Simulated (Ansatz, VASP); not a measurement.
# K in VASP and in Ansatz

```
CELL_PARAMETERS angstrom
-2.52421 2.52421 2.52421
2.52421 -2.52421 2.52421
2.52421 2.52421 -2.52421
ATOMIC_POSITIONS crystal
K 0.00000 0.00000 0.00000
```

Alike in both runs: functional LDA; k mesh 16 × 16 × 16; occupations fermi-dirac, width 0.15 eV; no spin polarisation.

Ansatz relaxed the structure, and its values are those at the end. VASP's run is a single point on that final structure, the one shown.

```csv
,VASP,Ansatz
version,VASP 6.6.1,Ansatz 0.2.0
potentials or method,"VASP PAW LDA potentials, release 64 (K_sv), cutoff 520 eV","scalar-relativistic, plane waves, PAW"
valence electrons in the cell,9,9
```

```csv
,VASP,Ansatz,Ansatz less VASP
gap on the k mesh at the Fermi level (eV),none,none,-
pressure (GPa),0.0,0.0,+0.02
```

Ansatz warns that its potentials were made for another functional, while VASP's fit it. LDA's correlation is that of Perdew and Zunger in VASP and of Perdew and Wang (1992) in Ansatz. A gap of «none» marks a metal or a gap that the smearing closes.
